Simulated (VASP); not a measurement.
# CsCaBr3 (P4/mmm) in VASP: further runs

CsCaBr3 is run at these levels: LDA; tasks: single point.

All numbers are computed with VASP 6.6.1; they aren't measurements. Logs are shortened: lines on timing, memory, paths and dates and some standing lists are left out, and cuts for length are marked.

## Step 1: The cell of the first run

The structure is tetragonal, space group P4/mmm (No. 123). Conventional cell: a = 5.231 Å, b = 5.231 Å, c = 6.800 Å, α = 90.00°, β = 90.00°, γ = 90.00°. Cs (site symmetry 4/mmm) has 12 Br at 3.70 to 4.29 Å and 8 Ca at 5.02 Å and 4 Cs at 5.23 Å within 5.3 Å. Ca (site symmetry 4/mmm) has 6 Br at 2.62 to 3.40 Å within 3.4 Å. Within 3.4 Å of Br (site symmetry mmm) lie 2 Ca at 2.62 Å. Within 4.5 Å of Br (site symmetry 4/mmm) lie 2 Ca at 3.40 Å and 4 Cs at 3.70 Å and 8 Br at 4.29 Å.

## Step 2: Single point, LDA

Contents of INCAR:

```
SYSTEM = CsCaBr3
ALGO = Normal
EDIFF = 1E-6
ENCUT = 520
ISIF = 2
ISMEAR = 0
LASPH = .TRUE.
LCHARG = .TRUE.
LELF = .TRUE.
LREAL = .FALSE.
LVHAR = .TRUE.
LWAVE = .FALSE.
NBANDS = 28
NELM = 60
PREC = Accurate
SIGMA = 0.05
```

Contents of KPOINTS:

```
k-points
0
G
  6 6 6
  0 0 0
```

Contents of POSCAR:

```
CsCaBr3
1.0
    5.2306239289      0.0000000000      0.0000000000
    0.0000000000      5.2306239289      0.0000000000
    0.0000000000      0.0000000000      6.7998111076
Cs Ca Br
1 1 3
Direct
    0.0000000000      0.0000000000      0.0000000000
    0.5000000000      0.5000000000      0.5000000000
    0.5000000000      0.0000000000      0.5000000000
    0.0000000000      0.5000000000      0.5000000000
    0.5000000000      0.5000000000      0.0000000000
```

Potentials or basis: VASP PAW LDA potentials, release 64 (Cs_sv, Ca_sv, Br).

Launch:

```
> cat potpaw_LDA.64/Cs_sv/POTCAR potpaw_LDA.64/Ca_sv/POTCAR potpaw_LDA.64/Br/POTCAR > POTCAR
> mpirun -np 1 vasp_std > vasp.out
```

OUTCAR:

```text
SYSTEM = CsCaBr3
   EDIFF = 1E-6
   ENCUT = 520
   ISIF = 2
   ISMEAR = 0
   LASPH = .TRUE.
   LREAL = .FALSE.
   NELM = 60
   PREC = Accurate

 ion  position               nearest neighbor table
   1  0.000  0.000  0.000-
   2  0.500  0.500  0.500-   3 2.62   4 2.62   3 2.62   4 2.62
   3  0.500  0.000  0.500-   2 2.62   2 2.62
   4  0.000  0.500  0.500-   2 2.62   2 2.62
   5  0.500  0.500  0.000-

  LATTYP: Found a simple tetragonal cell.
 ALAT       =     5.2306239289
 C/A-ratio  =     1.3000000000

  Lattice vectors:

 A1 = (   5.2306239289,   0.0000000000,   0.0000000000)
 A2 = (   0.0000000000,   5.2306239289,   0.0000000000)
 A3 = (   0.0000000000,   0.0000000000,   6.7998111076)

Analysis of symmetry for initial positions (statically):
=====================================================================
 Subroutine PRICEL returns:
 Original cell was already a primitive cell.

 Routine SETGRP: Setting up the symmetry group for a
 simple tetragonal supercell.

 Subroutine GETGRP returns: Found 16 space group operations
 (whereof 16 operations were pure point group operations)
 out of a pool of 16 trial point group operations.

The static configuration has the point symmetry D_4h.

Analysis of symmetry for dynamics (positions and initial velocities):
=====================================================================
 Subroutine PRICEL returns:
 Original cell was already a primitive cell.

 Routine SETGRP: Setting up the symmetry group for a
 simple tetragonal supercell.

 Subroutine GETGRP returns: Found 16 space group operations
 (whereof 16 operations were pure point group operations)
 out of a pool of 16 trial point group operations.

The dynamic configuration has the point symmetry D_4h.

 Subroutine INISYM returns: Found 16 space group operations
 (whereof 16 operations are pure point group operations),
 and found     1 'primitive' translations

----------------------------------------------------------------------------------------

                                     Primitive cell

  volume of cell :     186.0389

  direct lattice vectors                    reciprocal lattice vectors
     5.230623929  0.000000000  0.000000000     0.191181781  0.000000000  0.000000000
     0.000000000  5.230623929  0.000000000     0.000000000  0.191181781  0.000000000
     0.000000000  0.000000000  6.799811108     0.000000000  0.000000000  0.147062909

  length of vectors
     5.230623929  5.230623929  6.799811108     0.191181781  0.191181781  0.147062909

  position of ions in fractional coordinates (direct lattice)
     0.000000000  0.000000000  0.000000000
     0.500000000  0.500000000  0.500000000
     0.500000000  0.000000000  0.500000000
     0.000000000  0.500000000  0.500000000
     0.500000000  0.500000000  0.000000000

  ion indices of the primitive-cell ions
   primitive index   ion index
                 1           1
                 2           2
                 3           3
                 4           4
                 5           5

----------------------------------------------------------------------------------------

 KPOINTS: k-points

Automatic generation of k-mesh.
 Grid dimensions read from file:
 generate k-points for:    6    6    6

 Generating k-lattice:

  Cartesian coordinates                     Fractional coordinates (reciprocal lattice)
     0.031863630  0.000000000  0.000000000     0.166666667  0.000000000  0.000000000
     0.000000000  0.031863630  0.000000000     0.000000000  0.166666667  0.000000000
     0.000000000  0.000000000  0.024510485     0.000000000  0.000000000  0.166666667

  Length of vectors
     0.031863630  0.031863630  0.024510485

  Shift w.r.t. Gamma in fractional coordinates (k-lattice)
     0.000000000  0.000000000  0.000000000

 Subroutine IBZKPT returns following result:
 ===========================================

 Found     40 irreducible k-points:

 Following reciprocal coordinates:
            Coordinates               Weight
  0.000000  0.000000  0.000000      1.000000
  0.166667  0.000000  0.000000      4.000000
  0.333333  0.000000  0.000000      4.000000
  0.500000  0.000000  0.000000      2.000000
  0.166667  0.166667  0.000000      4.000000
  0.333333  0.166667  0.000000      8.000000
[... 16 lines left out ...]
  0.333333  0.000000  0.333333      8.000000
  0.500000  0.000000  0.333333      4.000000
 [... further k-points ...]
   k-points           NKPTS =     40   k-points in BZ     NKDIM =     40   number of bands    NBANDS=     28
   number of dos      NEDOS =    301   number of ions     NIONS =      5
   total plane-waves  NPLWV =  86400
   dimension x,y,z NGX =    40 NGY =   40 NGZ =   54
   dimension x,y,z NGXF=    80 NGYF=   80 NGZF=  108
   ions per type =               1   1   3
   NGX,Y,Z   is equivalent  to a cutoff of  12.71, 12.71, 13.20 a.u.
   NGXF,Y,Z  is equivalent  to a cutoff of  25.43, 25.43, 26.40 a.u.
 SYSTEM =  CsCaBr3
   PREC   = accura    normal or accurate (medium, high low for compatibility)
   ISTART =      0    job   : 0-new  1-cont  2-samecut
   ICHARG =      2    charge: 1-file 2-atom 10-const
   ISPIN  =      1    spin polarized calculation?
   LNONCOLLINEAR =      F non collinear calculations
   LSORBIT =      F    spin-orbit coupling
   LASPH  =      T    aspherical Exc in radial PAW
   ENCUT  =  520.0 eV  38.22 Ry    6.18 a.u.   9.73  9.73 12.64*2*pi/ulx,y,z
   NELM   =     60;   NELMIN=  2; NELMDL= -5     # of ELM steps
   EDIFF  = 0.1E-05   stopping-criterion for ELM
   LREAL  =      F    real-space projection
   EDIFFG = 0.1E-04   stopping-criterion for IOM
   NSW    =      0    number of steps for IOM
   IBRION =     -1    ionic relax: 0-MD 1-quasi-New 2-CG
   NFREE  =      0    steps in history (QN), initial steepest desc. (CG)
   ISIF   =      2    stress and relaxation
   ISYM   =      2    0-nonsym 1-usesym 2-fastsym
   POTIM  = 0.5000    time-step for ionic-motion
   TEBEG  =    0.0;   TEEND  =   0.0 temperature during run
   PSTRESS=    0.0 pullay stress
   NELECT =      40.0000    total number of electrons
   NUPDOWN=      -1.0000    fix difference up-down
   EMIN   =  10.00;   EMAX   =-10.00  energy-range for DOS
   EFERMI =   0.00;   METHOD = LEGACY
   ISMEAR =     0;   SIGMA  =   0.05  broadening in eV -4-tet -1-fermi 0-gaus
   EFERMI_NEDOS =   21; number of points for ismear=-14 and -15
   IALGO  =     38    algorithm
   IMIX   =      4    mixing-type and parameters
     AMIX     =   0.40;   BMIX     =  1.00
     AMIX_MAG =   1.60;   BMIX_MAG =  1.00
  volume/ion in A,a.u.               =      37.21       251.09
  Fermi-wavevector in a.u.,A,eV,Ry     =   0.980754  1.853357 13.087158  0.961879
  Thomas-Fermi vector in A             =   2.111709
   LORBIT       =      0    0 simple, 1 ext, 2 COOP (PROOUT), +10 PAW based schemes
   GGA     = CA    functional components
   LHFCALC =     F    Hartree Fock is set to
   AEXX    =    0.0000 exact exchange contribution
   IVDW    =     0    specifies the selected vdW correction
   LEPSILON=     F    determine dielectric tensor
   LRPA    =     F    only Hartree local field effects (RPA)
 non-spin polarized calculation
 Gauss-broadening in eV      SIGMA  =   0.05
  energy-cutoff  :      520.00
  volume of cell :      186.04
 maximum number of plane-waves:      5050
 NGX is ok and might be reduce to    40

 number of electron      39.9999996 magnetization

 Free energy of the ion-electron system (eV)
  ---------------------------------------------------
  ext. energy  EPLUGINS =         0.00000000
  ---------------------------------------------------
  free energy    TOTEN  =       -18.78206814 eV

  energy without entropy =      -18.78206814  energy(sigma->0) =      -18.78206814

 E-fermi :  -0.0132     XC(G=0):  -8.1368

 val. band max:       -0.3359446449   @ k =   0.5000   0.5000   0.5000
 cond. band min:       3.1185940909   @ k =   0.0000   0.0000   0.0000
 fundamental gap:      3.4545387358
 Fermi energy:        -0.0131845887

 k-point     1 :       0.0000    0.0000    0.0000
  band No.  band energies     occupation
      1     -38.9449      2.00000
      2     -20.3807      2.00000
      3     -20.3807      2.00000
      4     -20.3035      2.00000
      5     -20.2822      2.00000
      6     -14.0478      2.00000
[... 20 lines left out ...]
     27       5.2203      0.00000
     28       5.6459      0.00000

 k-point     2 :       0.1667    0.0000    0.0000
  band No.  band energies     occupation
      1     -38.9448      2.00000
      2     -20.3995      2.00000
      3     -20.3804      2.00000
      4     -20.3033      2.00000
      5     -20.2804      2.00000
      6     -13.9879      2.00000
[... 20 lines left out ...]
     27       5.5125      0.00000
     28       5.8059      0.00000

 k-point     3 :       0.3333    0.0000    0.0000
  band No.  band energies     occupation
      1     -38.9446      2.00000
      2     -20.4363      2.00000
      3     -20.3798      2.00000
      4     -20.3027      2.00000
      5     -20.2770      2.00000
      6     -13.8851      2.00000
[... 20 lines left out ...]
     27       5.8750      0.00000
     28       6.2956      0.00000

 k-point     4 :       0.5000    0.0000    0.0000
  band No.  band energies     occupation
      1     -38.9445      2.00000
      2     -20.4544      2.00000
      3     -20.3796      2.00000
      4     -20.3025      2.00000
      5     -20.2754      2.00000
      6     -13.8456      2.00000
[... 20 lines left out ...]
     27       6.4062      0.00000
     28       6.5159      0.00000

 k-point     5 :       0.1667    0.1667    0.0000
  band No.  band energies     occupation
      1     -38.9447      2.00000
      2     -20.3995      2.00000
      3     -20.3988      2.00000
      4     -20.3030      2.00000
      5     -20.2788      2.00000
      6     -13.9220      2.00000
[... 20 lines left out ...]
     27       5.7747      0.00000
     28       6.2432      0.00000

 k-point     6 :       0.3333    0.1667    0.0000
  band No.  band energies     occupation
      1     -38.9445      2.00000
      2     -20.4359      2.00000
      3     -20.3985      2.00000
      4     -20.3025      2.00000
      5     -20.2758      2.00000
      6     -13.8072      2.00000
[... 463 lines left out ...]
      5     -20.2788      2.00000
      6     -14.0458      2.00000
[... 20 lines left out ...]
     27       5.6415      0.00000
     28       5.7509      0.00000

 k-point    22 :       0.1667    0.0000    0.3333
  band No.  band energies     occupation
      1     -38.9448      2.00000
      2     -20.3993      2.00000
      3     -20.3804      2.00000
      4     -20.3064      2.00000
      5     -20.2780      2.00000
      6     -13.9854      2.00000
[... 20 lines left out ...]
     27       5.7458      0.00000
     28       5.9853      0.00000

 k-point    23 :       0.3333    0.0000    0.3333
  band No.  band energies     occupation
      1     -38.9446      2.00000
      2     -20.4360      2.00000
      3     -20.3798      2.00000
      4     -20.3043      2.00000
      5     -20.2765      2.00000
      6     -13.8810      2.00000
[... 20 lines left out ...]
     27       6.1467      0.00000
     28       6.4138      0.00000

 k-point    24 :       0.5000    0.0000    0.3333
  band No.  band energies     occupation
      1     -38.9445      2.00000
      2     -20.4540      2.00000
      3     -20.3796      2.00000
      4     -20.3033      2.00000
      5     -20.2757      2.00000
      6     -13.8406      2.00000
[... 20 lines left out ...]
     27       6.1990      0.00000
     28       6.5637      0.00000

 [... further k-points ...]
[... 5 lines left out ...]
  --------------------------------------------------------------------------------------
  -------------------------------------------------------------------------------------
  Total        3.6605337      3.6605337     -4.6973436      0.0000000      0.0000000      0.0000000
  in kB       31.5247134     31.5247134    -40.4537765      0.0000000      0.0000000      0.0000000
  external PRESSURE =       7.5318835 kB  Pullay stress =       0.0000000 kB

 VOLUME and BASIS-vectors are now :
 -----------------------------------------------------------------------------
  energy-cutoff  :      520.00
  volume of cell :      186.04
      direct lattice vectors                 reciprocal lattice vectors
     5.230623929  0.000000000  0.000000000     0.191181781  0.000000000  0.000000000
     0.000000000  5.230623929  0.000000000     0.000000000  0.191181781  0.000000000
     0.000000000  0.000000000  6.799811108     0.000000000  0.000000000  0.147062909

 POSITION                                       TOTAL-FORCE (eV/Angst)
 -----------------------------------------------------------------------------------
      0.00000      0.00000      0.00000         0.000000      0.000000      0.000000
      2.61531      2.61531      3.39991         0.000000      0.000000      0.000000
      2.61531      0.00000      3.39991         0.000000      0.000000      0.000000
      0.00000      2.61531      3.39991         0.000000      0.000000      0.000000
      2.61531      2.61531      0.00000         0.000000      0.000000      0.000000
 -----------------------------------------------------------------------------------
    total drift:                                0.000000      0.000000     -0.000000

  FREE ENERGIE OF THE ION-ELECTRON SYSTEM (eV)
  ---------------------------------------------------
  free  energy   TOTEN  =       -18.7820681428 eV

  energy  without entropy=      -18.7820681428  energy(sigma->0) =      -18.78206814
```

It took 6.3 min on 1 thread of Intel Xeon 8259CL, shared host; peak memory 0.36 GiB.

Results:

- Free energy: -18.7821 eV
- Pressure: 0.8 GPa
- Band gap on the k mesh: 3.45 eV (least direct gap 3.95 eV)

Levels at points of the mesh, in eV from the valence-band top:
```csv
k point,band 16,band 17,band 18,band 19,band 20,band 21,band 22,band 23,band 24,band 25
"(0.00, 0.00, 0.00)",-0.71,-0.71,-0.62,-0.50,-0.50,3.45,4.14,4.21,4.21,4.79
"(0.50, 0.00, 0.00)",-1.52,-1.49,-1.18,-0.88,-0.70,4.50,4.51,5.76,5.81,5.99
"(0.50, 0.50, 0.00)",-1.68,-1.22,-0.78,-0.78,0.00,4.75,5.97,5.97,6.41,6.92
"(0.00, 0.00, 0.50)",-1.10,-0.73,-0.73,-0.56,-0.56,4.18,4.72,4.72,5.15,5.29
"(0.50, 0.00, 0.50)",-1.43,-1.39,-1.32,-1.02,-0.76,4.83,5.75,5.82,5.99,6.18
"(0.50, 0.50, 0.50)",-1.75,-1.23,-0.53,-0.53,0.00,5.14,5.14,5.34,5.40,6.26
```

Caveat: the stress differs along the axes, from -4 to 3 GPa; spin-orbit coupling is left out, which moves the levels of the heavy elements.

## Step 3: Single point, LDA

This run uses another cell than the first one, of the same volume but with other edges.

Contents of INCAR:

```
SYSTEM = CsCaBr3
PREC = Accurate
ENCUT = 520
EDIFF = 1E-7
ISMEAR = 0
SIGMA = 0.05
LREAL = .FALSE.
LASPH = .TRUE.
NELM = 100
ALGO = Normal
ISIF = 2
LWAVE = .FALSE.
LCHARG = .FALSE.
GGA = CA
NBANDS = 28
```

Contents of KPOINTS:

```
regular mesh
0
G
  6 6 6
  0 0 0
```

Changes to POSCAR since step 2:

```diff
@@ -2,5 +2,5 @@
 1.0
-    5.2306239289      0.0000000000      0.0000000000
-    0.0000000000      5.2306239289      0.0000000000
-    0.0000000000      0.0000000000      6.7998111076
+    6.4080832092      0.0000000000      0.0000000000
+    0.0000000000      6.4080832092      0.0000000000
+    0.0000000000      0.0000000000      4.5305148289
 Cs Ca Br
```

Potentials or basis: VASP PAW LDA potentials, release 64 (Cs_sv, Ca_sv, Br).

Launch:

```
> cat potpaw_LDA.64/Cs_sv/POTCAR potpaw_LDA.64/Ca_sv/POTCAR potpaw_LDA.64/Br/POTCAR > POTCAR
> mpirun -np 1 vasp_std > vasp.out
```

It took 85 s on 1 thread of Intel Xeon 6975P-C (Granite Rapids), shared host; peak memory 0.36 GiB.

It converged, with:

* Free energy: -16.8373 eV
* Pressure: 4.4 GPa
* Band gap on the k mesh: 3.34 eV

Stress tensor (GPa, compression positive):
```
-4.36  0.00  0.00
 0.00 -4.36  0.00
 0.00  0.00 21.93
```

Levels at points of the mesh, in eV from the valence-band top:
```csv
k point,band 16,band 17,band 18,band 19,band 20,band 21,band 22,band 23,band 24,band 25
"(0.00, 0.00, 0.00)",-0.70,-0.42,-0.42,-0.23,0.00,3.34,4.12,4.23,4.23,4.65
"(0.50, 0.00, 0.00)",-0.92,-0.77,-0.48,-0.35,-0.14,4.26,4.58,4.63,4.96,5.12
"(0.50, 0.50, 0.00)",-1.12,-0.74,-0.53,-0.42,-0.42,4.64,4.64,5.43,5.80,5.99
"(0.00, 0.00, 0.50)",-1.38,-1.18,-0.99,-0.66,-0.66,4.48,4.90,5.62,6.51,6.79
"(0.50, 0.00, 0.50)",-1.13,-0.99,-0.87,-0.71,-0.54,5.02,5.44,6.13,6.44,6.88
"(0.50, 0.50, 0.50)",-1.03,-1.01,-0.41,-0.41,-0.40,5.21,5.21,5.37,5.50,5.92
```

Caveat: the stress differs along the axes, from -4 to 22 GPa; spin-orbit coupling is left out, which moves the levels of the heavy elements.

## Step 4: Single point, LDA

This run uses another cell than the first one, of the same volume but with other edges.

Contents of INCAR:

```
SYSTEM = CsCaBr3
PREC     = Accurate       ! precision mode
ENCUT    = 520            ! plane-wave cutoff, eV
EDIFF    = 1E-7           ! SCF threshold, eV
ISMEAR   = 0              ! smearing method
SIGMA    = 0.05           ! smearing width, eV
LREAL    = .FALSE.        ! projectors in reciprocal space
LASPH    = .TRUE.         ! aspherical terms in the spheres
NELM     = 80             ! most SCF steps
ALGO     = Normal         ! electronic algorithm
ISIF     = 2              ! what is computed and relaxed
LWAVE    = .FALSE.        ! write WAVECAR
LCHARG   = .FALSE.        ! write CHGCAR
GGA      = CA             ! functional
NBANDS   = 28             ! bands
```

KPOINTS is that of step 3.

Changes to POSCAR since step 3:

```diff
@@ -2,5 +2,5 @@
 1.0
-    6.4080832092      0.0000000000      0.0000000000
-    0.0000000000      6.4080832092      0.0000000000
-    0.0000000000      0.0000000000      4.5305148289
+    5.0860990137      0.0000000000      0.0000000000
+    0.0000000000      5.0860990137      0.0000000000
+    0.0000000000      0.0000000000      7.1917440054
 Cs Ca Br
```

Launch:

```
> cat potpaw_LDA.64/Cs_sv/POTCAR potpaw_LDA.64/Ca_sv/POTCAR potpaw_LDA.64/Br/POTCAR > POTCAR
> mpirun -np 1 vasp_std > vasp.out
```

Wall time 1.7 min (1 thread of Intel Xeon 6975P-C (Granite Rapids), shared host); peak memory 0.37 GiB.

Results (log left out):

```yaml
Free_energy: -18.2320 eV
Pressure: 2.8 GPa
Band_gap_on_the_k_mesh: 3.16 eV (least direct gap 3.72 eV)
```

Stress tensor (GPa, compression positive):
```
 6.06  0.00  0.00
 0.00  6.06  0.00
 0.00  0.00 -3.73
```

Levels at points of the mesh, in eV from the valence-band top:
```csv
k point,band 18,band 19,band 20,band 21,band 22,band 23
"(0.00, 0.00, 0.00)",-0.78,-0.56,-0.56,3.16,3.96,4.11
"(0.50, 0.00, 0.00)",-1.39,-1.08,-0.85,4.21,4.40,5.60
"(0.50, 0.50, 0.00)",-0.83,-0.83,0.00,4.52,5.91,5.91
"(0.00, 0.00, 0.50)",-0.79,-0.59,-0.59,3.97,4.47,4.47
"(0.50, 0.00, 0.50)",-1.35,-1.17,-1.09,4.61,5.32,5.80
"(0.50, 0.50, 0.50)",-0.69,-0.69,0.00,4.89,4.89,5.17
```

Caveat: the stress differs along the axes, from -4 to 6 GPa; spin-orbit coupling is left out, which moves the levels of the heavy elements. A k mesh can miss the band edges.

[end of part 1 of 3]
